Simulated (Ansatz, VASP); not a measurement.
Hg: VASP beside Ansatz

Contents of INCAR:

```
SYSTEM = Hg
PREC = Accurate
ENCUT = 520
EDIFF = 1E-6
ISMEAR = 0
SIGMA = 0.15
LREAL = .False.
LASPH = .True.
NELM = 100
ALGO = Fast
ISIF = 2
LWAVE = .False.
LCHARG = .False.
GGA = PS
IVDW = 12
NBANDS = 19
```

The input KPOINTS:

```
regular mesh
0
Gamma
  18 18 10
  0 0 0
```

The input POSCAR:

```
Hg
1.0
    3.2723000000      0.0000000000      0.0000000000
   -1.6361500000      2.8338949288      0.0000000000
    0.0000000000      0.0000000000      5.7834000000
Hg
2
Direct
    0.6666666667      0.3333333333      0.7500000000
    0.3333333333      0.6666666667      0.2500000000
```

Input for Ansatz:

```yaml
crystal:
  lattice:
    - [3.2723, 0.0, 0.0]
    - [-1.63615, 2.8338949288, 0.0]
    - [0.0, 0.0, 5.7834]
  atoms:
    - { symbol: Hg, position: [0.6666666667, 0.3333333333, 0.75] }
    - { symbol: Hg, position: [0.3333333333, 0.6666666667, 0.25] }
basis:
  ecutwfc: 420
kpoints:
  mp_grid: { grid: [18, 18, 10] }
hamiltonian:
  xc: pbesol
  dispersion: d3bj
scf:
  occupations: { method: gaussian, width: 0.15 }
output:
  forces: true
  stress: true
  eigenvalues: true
  write_density: true
  write_potential: true
  elf: true
  volumetric_format: npy
```

Alike in both runs: task single point; functional PBEsol; dispersion D3(BJ); k mesh 18 × 18 × 10; occupations gaussian, width 0.15 eV; no spin polarisation.

|  | VASP | Ansatz |
| --- | --- | --- |
| version | VASP 6.6.1 | Ansatz 0.2.0 |
| potentials or method | VASP PAW PBE potentials, release 64 (Hg), cutoff 520 eV | scalar-relativistic, plane waves, PAW |
| valence electrons in the cell | 24 | 40 |

VASP gave:

```
gap on the k mesh at the Fermi level (eV)                     : none
pressure (GPa)                                                : -4.4
traceless stress, the component that is largest in VASP (GPa) : -0.62
```

Task: Estimate Ansatz's values.

Result: gap on the k mesh at the Fermi level (eV): none; pressure (GPa): -4.6; traceless stress, the component that is largest in VASP (GPa): -0.56.

VASP's potentials were made for PBE, not for PBEsol. A gap of «none» marks a metal or a gap that the smearing closes. VASP's potentials hold 24 valence electrons a cell and Ansatz's 40, so a difference there can come from the potentials and not from the codes.

Neither program's run includes spin-orbit coupling.
